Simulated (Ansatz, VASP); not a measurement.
**One calculation of Mg3Cd2O5, two programs**

```
Mg Cd O
1.0
     0.00000   -3.18873    0.00000
     3.18873    0.00000    0.00000
    -1.59436    1.59436   11.26750
Mg Cd O
3 2 5
Direct
  0.90794 0.90794 0.81589
  0.50000 0.50000 0.00000
  0.09206 0.09206 0.18411
  0.69514 0.69514 0.39027
  0.30486 0.30486 0.60973
  0.00000 0.00000 0.00000
  0.59073 0.59073 0.18146
  0.18965 0.18965 0.37929
  0.81035 0.81035 0.62071
  0.40927 0.40927 0.81854
```

Alike in both runs: task single point; functional PBE; k mesh 4 × 4 × 4; occupations gaussian, width 0.1 eV; no spin polarisation.

|  | VASP | Ansatz |
| --- | --- | --- |
| version | VASP 6.6.1 | Ansatz 0.2.0 |
| potentials or method | VASP PAW PBE potentials, release 64 (Mg, Cd, O), cutoff 520 eV | scalar-relativistic, plane waves, PAW |
| valence electrons in the cell | 60 | 100 |

|  | VASP | Ansatz | Ansatz less VASP |
| --- | --- | --- | --- |
| gap on the k mesh at the Fermi level (eV) | 0.78 | 0.79 | +0.013 |
| least direct gap on the mesh (eV) | 1.47 | 1.50 | +0.030 |
| pressure (GPa) | 0.5 | 0.0 | -0.46 |
| traceless stress, the component that is largest in VASP (GPa) | -0.59 | -0.24 | +0.351 |
| rms of the force components (eV/Å) | 0.022 | 0.005 | -0.0169 |

Atom by atom the forces differ by 0.018 eV/Å (rms over components). With one functional, cell and mesh, what is left measures potentials, basis and numerics. VASP's potentials hold 60 valence electrons a cell and Ansatz's 100, so a difference there can come from the potentials and not from the codes.

The k mesh is coarse, so the values compare programs but aren't converged.
